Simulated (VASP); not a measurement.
# Eu (Fm-3m) in VASP: a series of runs

Runs on Eu. Level: PBE. Tasks: single point.

Program: VASP 6.6.1. These are calculated values, not measurements. Logs are shortened: lines on timing, memory, paths and dates and some standing lists are left out, and cuts for length are marked.

### Step 1. The cell of the first run

It takes space group Fm-3m (No. 225, cubic). The conventional cell has a = 5.179 Å, b = 5.179 Å, c = 5.179 Å, α = 90.00°, β = 90.00°, γ = 90.00°. Eu (site symmetry m-3m) has 12 Eu at 3.66 Å within 4.8 Å.

### Step 2. Single point, PBE, collinear spin, ferromagnetic start (volume scaled by 0.8)

Input file INCAR:

```
SYSTEM = Eu
PREC = Accurate
ENCUT = 520
EDIFF = 1E-7
ISMEAR = -1
SIGMA = 0.08
LREAL = .False.
LASPH = .True.
NELM = 150
ALGO = Normal
ISIF = 2
LWAVE = .False.
LCHARG = .False.
ISPIN = 2
MAGMOM = 7
LORBIT = 11
LMAXMIX = 6
GGA = PE
NBANDS = 18
```

Input file KPOINTS:

```
Automatic mesh
0
Gamma
  9 9 9
  0 0 0
```

Input file POSCAR:

```
Eu
1.0
    0.0000000000      2.5893592452      2.5893592452
    2.5893592452      0.0000000000      2.5893592452
    2.5893592452      2.5893592452      0.0000000000
Eu
1
Direct
    0.0000000000      0.0000000000      0.0000000000
```

Potentials or basis: VASP PAW PBE potentials, release 64 (Eu).

Launch:

```
$ cat potpaw_PBE.64/Eu/POTCAR > POTCAR
$ mpirun -np 1 vasp_std > vasp.out
```

OUTCAR:

```text
SYSTEM = Eu
   PREC = Accurate
   ENCUT = 520
   EDIFF = 1E-7
   ISMEAR = -1
   LREAL = .False.
   LASPH = .True.
   NELM = 150
   ISIF = 2
   ISPIN = 2
   LORBIT = 11
   GGA = PE

 ion  position               nearest neighbor table
   1  0.000  0.000  0.000-

  LATTYP: Found a face centered cubic cell.
 ALAT       =     5.1787184904

  Lattice vectors:

 A1 = (   0.0000000000,   2.5893592452,   2.5893592452)
 A2 = (   2.5893592452,   0.0000000000,   2.5893592452)
 A3 = (   2.5893592452,   2.5893592452,   0.0000000000)

Analysis of symmetry for initial positions (statically):
=====================================================================
 Subroutine PRICEL returns:
 Original cell was already a primitive cell.

 Routine SETGRP: Setting up the symmetry group for a
 face centered cubic supercell.

 Subroutine GETGRP returns: Found 48 space group operations
 (whereof 48 operations were pure point group operations)
 out of a pool of 48 trial point group operations.

The static configuration has the point symmetry O_h .

Analysis of symmetry for dynamics (positions and initial velocities):
=====================================================================
 Subroutine PRICEL returns:
 Original cell was already a primitive cell.

 Routine SETGRP: Setting up the symmetry group for a
 face centered cubic supercell.

 Subroutine GETGRP returns: Found 48 space group operations
 (whereof 48 operations were pure point group operations)
 out of a pool of 48 trial point group operations.

The dynamic configuration has the point symmetry O_h .

Analysis of structural, dynamic, and magnetic symmetry:
=====================================================================
 Subroutine PRICEL returns:
 Original cell was already a primitive cell.

 Routine SETGRP: Setting up the symmetry group for a
 face centered cubic supercell.

 Subroutine GETGRP returns: Found 48 space group operations
 (whereof 48 operations were pure point group operations)
 out of a pool of 48 trial point group operations.

The overall configuration has the point symmetry O_h .

 Subroutine INISYM returns: Found 48 space group operations
 (whereof 48 operations are pure point group operations),
 and found     1 'primitive' translations

----------------------------------------------------------------------------------------

                                     Primitive cell

  volume of cell :      34.7222

  direct lattice vectors                    reciprocal lattice vectors
     0.000000000  2.589359245  2.589359245    -0.193097965  0.193097965  0.193097965
     2.589359245  0.000000000  2.589359245     0.193097965 -0.193097965  0.193097965
     2.589359245  2.589359245  0.000000000     0.193097965  0.193097965 -0.193097965

  length of vectors
     3.661906962  3.661906962  3.661906962     0.334455486  0.334455486  0.334455486

  position of ions in fractional coordinates (direct lattice)
     0.000000000  0.000000000  0.000000000

  ion indices of the primitive-cell ions
   primitive index   ion index
                 1           1

----------------------------------------------------------------------------------------

 KPOINTS: Automatic mesh

Automatic generation of k-mesh.
 Grid dimensions read from file:
 generate k-points for:    9    9    9

 Generating k-lattice:

  Cartesian coordinates                     Fractional coordinates (reciprocal lattice)
    -0.021455329  0.021455329  0.021455329     0.111111111  0.000000000  0.000000000
     0.021455329 -0.021455329  0.021455329     0.000000000  0.111111111  0.000000000
     0.021455329  0.021455329 -0.021455329     0.000000000  0.000000000  0.111111111

  Length of vectors
     0.037161721  0.037161721  0.037161721

  Shift w.r.t. Gamma in fractional coordinates (k-lattice)
     0.000000000  0.000000000  0.000000000

 Subroutine IBZKPT returns following result:
 ===========================================

 Found     35 irreducible k-points:

 Following reciprocal coordinates:
            Coordinates               Weight
  0.000000  0.000000  0.000000      1.000000
  0.111111  0.000000  0.000000      8.000000
  0.222222  0.000000  0.000000      8.000000
  0.333333  0.000000  0.000000      8.000000
  0.444444  0.000000  0.000000      8.000000
  0.111111  0.111111  0.000000      6.000000
[... 16 lines left out ...]
 -0.333333  0.333333  0.000000     12.000000
  0.444444  0.444444  0.000000      6.000000
 [... further k-points ...]
   k-points           NKPTS =     35   k-points in BZ     NKDIM =     35   number of bands    NBANDS=     18
   number of dos      NEDOS =    301   number of ions     NIONS =      1
   total plane-waves  NPLWV =  21952
   dimension x,y,z NGX =    28 NGY =   28 NGZ =   28
   dimension x,y,z NGXF=    56 NGYF=   56 NGZF=   56
   ions per type =               1
   NGX,Y,Z   is equivalent  to a cutoff of  12.71, 12.71, 12.71 a.u.
   NGXF,Y,Z  is equivalent  to a cutoff of  25.42, 25.42, 25.42 a.u.
 SYSTEM =  Eu
   PREC   = accura    normal or accurate (medium, high low for compatibility)
   ISTART =      0    job   : 0-new  1-cont  2-samecut
   ICHARG =      2    charge: 1-file 2-atom 10-const
   ISPIN  =      2    spin polarized calculation?
   LNONCOLLINEAR =      F non collinear calculations
   LSORBIT =      F    spin-orbit coupling
   LASPH  =      T    aspherical Exc in radial PAW
   ENCUT  =  520.0 eV  38.22 Ry    6.18 a.u.   6.81  6.81  6.81*2*pi/ulx,y,z
   NELM   =    150;   NELMIN=  2; NELMDL= -5     # of ELM steps
   EDIFF  = 0.1E-06   stopping-criterion for ELM
   LREAL  =      F    real-space projection
   EDIFFG = 0.1E-05   stopping-criterion for IOM
   NSW    =      0    number of steps for IOM
   IBRION =     -1    ionic relax: 0-MD 1-quasi-New 2-CG
   NFREE  =      0    steps in history (QN), initial steepest desc. (CG)
   ISIF   =      2    stress and relaxation
   ISYM   =      2    0-nonsym 1-usesym 2-fastsym
   POTIM  = 0.5000    time-step for ionic-motion
   TEBEG  =    0.0;   TEEND  =   0.0 temperature during run
   PSTRESS=    0.0 pullay stress
   NELECT =      17.0000    total number of electrons
   NUPDOWN=      -1.0000    fix difference up-down
   EMIN   =  10.00;   EMAX   =-10.00  energy-range for DOS
   EFERMI =   0.00;   METHOD = LEGACY
   ISMEAR =    -1;   SIGMA  =   0.08  broadening in eV -4-tet -1-fermi 0-gaus
   EFERMI_NEDOS =   21; number of points for ismear=-14 and -15
   IALGO  =     38    algorithm
   IMIX   =      4    mixing-type and parameters
     AMIX     =   0.40;   BMIX     =  1.00
     AMIX_MAG =   1.60;   BMIX_MAG =  1.00
  volume/ion in A,a.u.               =      34.72       234.32
  Fermi-wavevector in a.u.,A,eV,Ry     =   1.290294  2.438303 22.651793  1.664860
  Thomas-Fermi vector in A             =   2.422135
   LORBIT       =     11    0 simple, 1 ext, 2 COOP (PROOUT), +10 PAW based schemes
   GGA     = PE    functional components
   LHFCALC =     F    Hartree Fock is set to
   AEXX    =    0.0000 exact exchange contribution
   IVDW    =     0    specifies the selected vdW correction
   LEPSILON=     F    determine dielectric tensor
   LRPA    =     F    only Hartree local field effects (RPA)
 spin polarized calculation
  energy-cutoff  :      520.00
  volume of cell :       34.72
 maximum number of plane-waves:       954
   NGX = 13   NGY = 13   NGZ = 13

 number of electron      17.0000000 magnetization       7.4744907

 Free energy of the ion-electron system (eV)
  ---------------------------------------------------
  ext. energy  EPLUGINS =         0.00000000
  ---------------------------------------------------
  free energy    TOTEN  =       -11.41776915 eV

  energy without entropy =      -11.37435683  energy(sigma->0) =      -11.39606299

 E-fermi :   2.8292     XC(G=0):  -9.6177

 val. band max:        2.8124668737   @ k =  -0.4444   0.3333   0.1111
 cond. band min:       2.8491047334   @ k =   0.4444   0.3333   0.1111
 fundamental gap:      0.0366378597
 Fermi energy:         2.8292024555

 spin component 1

 k-point     1 :       0.0000    0.0000    0.0000
  band No.  band energies     occupation
      1     -38.6797      1.00000
      2     -17.0462      1.00000
      3     -17.0462      1.00000
      4     -17.0462      1.00000
      5      -1.8505      1.00000
      6       2.1238      0.99985
[... 10 lines left out ...]
     17       7.0951      0.00000
     18      11.8007      0.00000

 k-point     2 :       0.1111    0.0000    0.0000
  band No.  band energies     occupation
      1     -38.6710      1.00000
      2     -17.1489      1.00000
      3     -17.0587      1.00000
      4     -17.0587      1.00000
      5      -1.5185      1.00000
      6       2.1167      0.99986
[... 10 lines left out ...]
     17       6.9346      0.00000
     18      12.4658      0.00000
[... 442 lines left out ...]
 k-point    24 :       0.4444    0.4444    0.0000
  band No.  band energies     occupation
      1     -38.5833      1.00000
      2     -17.7862      1.00000
      3     -17.3263      1.00000
      4     -17.3263      1.00000
      5       0.9627      1.00000
      6       1.7860      1.00000
[... 10 lines left out ...]
     17       8.8653      0.00000
     18      11.7429      0.00000

 [... further k-points ...]

 spin component 2

 k-point     1 :       0.0000    0.0000    0.0000
  band No.  band energies     occupation
      1     -35.5461      1.00000
      2     -14.6577      1.00000
      3     -14.6577      1.00000
      4     -14.6577      1.00000
      5      -0.7207      1.00000
      6       5.9747      0.00000
[... 10 lines left out ...]
     17       8.3789      0.00000
     18      13.7703      0.00000

 k-point     2 :       0.1111    0.0000    0.0000
  band No.  band energies     occupation
      1     -35.5353      1.00000
      2     -14.7821      1.00000
      3     -14.6723      1.00000
      4     -14.6723      1.00000
      5      -0.3718      1.00000
      6       5.4329      0.00000
[... 10 lines left out ...]
     17       8.3104      0.00000
     18      14.3134      0.00000
[... 442 lines left out ...]
 k-point    24 :       0.4444    0.4444    0.0000
  band No.  band energies     occupation
      1     -35.4261      1.00000
      2     -15.5326      1.00000
      3     -14.9893      1.00000
      4     -14.9893      1.00000
      5       1.8544      0.99999
      6       3.0712      0.04631
[... 10 lines left out ...]
     17      10.4285      0.00000
     18      13.2096      0.00000

 [... further k-points ...]
[... 5 lines left out ...]
  --------------------------------------------------------------------------------------
  -------------------------------------------------------------------------------------
  Total        0.7311586      0.7311586      0.7311586      0.0000000     -0.0000000      0.0000000
  in kB       33.7376838     33.7376838     33.7376838      0.0000000     -0.0000000      0.0000000
  external PRESSURE =      33.7376838 kB  Pullay stress =       0.0000000 kB

 VOLUME and BASIS-vectors are now :
 -----------------------------------------------------------------------------
  energy-cutoff  :      520.00
  volume of cell :       34.72
      direct lattice vectors                 reciprocal lattice vectors
     0.000000000  2.589359245  2.589359245    -0.193097965  0.193097965  0.193097965
     2.589359245  0.000000000  2.589359245     0.193097965 -0.193097965  0.193097965
     2.589359245  2.589359245  0.000000000     0.193097965  0.193097965 -0.193097965

 POSITION                                       TOTAL-FORCE (eV/Angst)
 -----------------------------------------------------------------------------------
      0.00000      0.00000      0.00000        -0.000000      0.000000     -0.000000
 -----------------------------------------------------------------------------------
    total drift:                               -0.000000     -0.000000     -0.000000

  FREE ENERGIE OF THE ION-ELECTRON SYSTEM (eV)
  ---------------------------------------------------
  free  energy   TOTEN  =       -11.4177691544 eV

  energy  without entropy=      -11.3743568347  energy(sigma->0) =      -11.39606299

 total charge

# of ion       s       p       d       f       tot
--------------------------------------------------
    1        2.094   5.693   0.421   6.573  14.780

 magnetization (x)

# of ion       s       p       d       f       tot
--------------------------------------------------
    1        0.004  -0.079   0.229   6.568   6.722
```

Wall time 36 s (1 thread of Intel Xeon 6975P-C (Granite Rapids), shared host); peak memory 0.2 GiB.

Results:

| Quantity | Value |
| --- | --- |
| Free energy | -11.4178 eV |
| Pressure | 3.4 GPa |
| Net moment | 7.47 μB per cell |
| Site moments | Eu +6.72 μB |
| Valence electrons inside the program's atomic spheres | Eu 14.78 |

Levels at points of the mesh, in eV from the Fermi level:
Spin up:
```csv
k point,band 8,band 9,band 10,band 11,band 12,band 13,band 14,band 15,band 16,band 17
"(0.00, 0.00, 0.00)",-0.53,-0.53,-0.36,-0.36,-0.36,1.88,1.88,1.88,4.27,4.27
```
Spin down:
```
           k point  band 1  band 2  band 3  band 4  band 5  band 6  band 7  band 8  band 9  band 10
(0.00, 0.00, 0.00)  -38.38  -17.49  -17.49  -17.49   -3.55    3.15    3.15    3.15    3.66     4.10
```

Caveat: spin-orbit coupling is left out, which moves the levels of the heavy elements. The state reached can hang on the start; a lower one may exist.

### Step 3. Single point, PBE, collinear spin, ferromagnetic start (volume scaled by 0.86)

Input file INCAR:

```
SYSTEM = Eu
ALGO = Normal ; EDIFF = 1E-6
ENCUT = 520 ; GGA = PE
ISIF = 2 ; ISMEAR = -1
ISPIN = 2 ; LASPH = .TRUE.
LCHARG = .TRUE. ; LELF = .TRUE.
LMAXMIX = 6 ; LORBIT = 11
LREAL = .FALSE. ; LVHAR = .TRUE.
LWAVE = .FALSE. ; MAGMOM = 7
NBANDS = 18 ; NELM = 150
PREC = Accurate ; SIGMA = 0.08
```

Input file KPOINTS:

```
k-points
0
G
  9 9 9
  0 0 0
```

Input file POSCAR:

```
Eu
1.0
    0.0000000000      2.6525391117      2.6525391117
    2.6525391117      0.0000000000      2.6525391117
    2.6525391117      2.6525391117      0.0000000000
Eu
1
Direct
    0.0000000000      0.0000000000      0.0000000000
```

Potentials or basis: VASP PAW PBE potentials, release 64 (Eu).

Launch:

```
$ cat potpaw_PBE.64/Eu/POTCAR > POTCAR
$ mpirun -np 1 vasp_std > vasp.out
```

It took 30 s on 1 thread of Intel Xeon 6975P-C (Granite Rapids), shared host; peak memory 0.19 GiB.

The run converged. Its results:

```yaml
Free_energy: -11.4592 eV
Pressure: 2.0 GPa
Net_moment: 7.46 μB per cell
Site_moments: Eu +6.72 μB
Valence_electrons_inside_the_program's_atomic_spheres: Eu 14.76
```

Levels at points of the mesh, in eV from the Fermi level:
Spin up:
| k point | band 8 | band 9 | band 10 | band 11 | band 12 | band 13 | band 14 | band 15 | band 16 | band 17 |
| --- | --- | --- | --- | --- | --- | --- | --- | --- | --- | --- |
| (0.00, 0.00, 0.00) | -0.51 | -0.51 | -0.36 | -0.36 | -0.36 | 1.86 | 1.86 | 1.86 | 4.06 | 4.06 |
Spin down:
| k point | band 1 | band 2 | band 3 | band 4 | band 5 | band 6 | band 7 | band 8 | band 9 | band 10 |
| --- | --- | --- | --- | --- | --- | --- | --- | --- | --- | --- |
| (0.00, 0.00, 0.00) | -38.40 | -17.61 | -17.61 | -17.61 | -3.52 | 3.07 | 3.07 | 3.07 | 3.72 | 4.13 |

Caveat: spin-orbit coupling is left out, which moves the levels of the heavy elements. The state reached can hang on the start; a lower one may exist.

### Step 4. Single point, PBE, collinear spin, ferromagnetic start (volume scaled by 0.86)

Input file INCAR:

```
ALGO = Normal
EDIFF = 1E-6
ENCUT = 520
GGA = PE
ISIF = 2
ISMEAR = -1
ISPIN = 2
LASPH = True
LCHARG = False
LMAXMIX = 6
LORBIT = 11
LREAL = False
LWAVE = False
MAGMOM = 7
NBANDS = 18
NELM = 150
PREC = Accurate
SIGMA = 0.08
```

Input file KPOINTS:

```
k-points
0
Gamma
  9 9 9
```

POSCAR is that of step 3.

Launch:

```
$ cat potpaw_PBE.64/Eu/POTCAR > POTCAR
$ mpirun -np 1 vasp_std > vasp.out
```

It took 28 s on 1 thread of Intel Xeon 6975P-C (Granite Rapids), shared host; peak memory 0.2 GiB.

Results (log left out):

- Free energy: -11.4592 eV
- Pressure: 2.0 GPa
- Net moment: 7.46 μB per cell
- Site moments: Eu +6.72 μB
- Valence electrons inside the program's atomic spheres: Eu 14.76

Levels at points of the mesh, in eV from the Fermi level:
Spin up:
```tsv
k point	band 9	band 10	band 11	band 12	band 13	band 14	band 15	band 16
(0.00, 0.00, 0.00)	-0.51	-0.36	-0.36	-0.36	1.86	1.86	1.86	4.06
```
Spin down:
```tsv
k point	band 1	band 2	band 3	band 4	band 5	band 6	band 7	band 8	band 9	band 10
(0.00, 0.00, 0.00)	-38.40	-17.61	-17.61	-17.61	-3.52	3.07	3.07	3.07	3.72	4.13
```

Caveat: spin-orbit coupling is left out, which moves the levels of the heavy elements. The state reached can hang on the start; a lower one may exist.
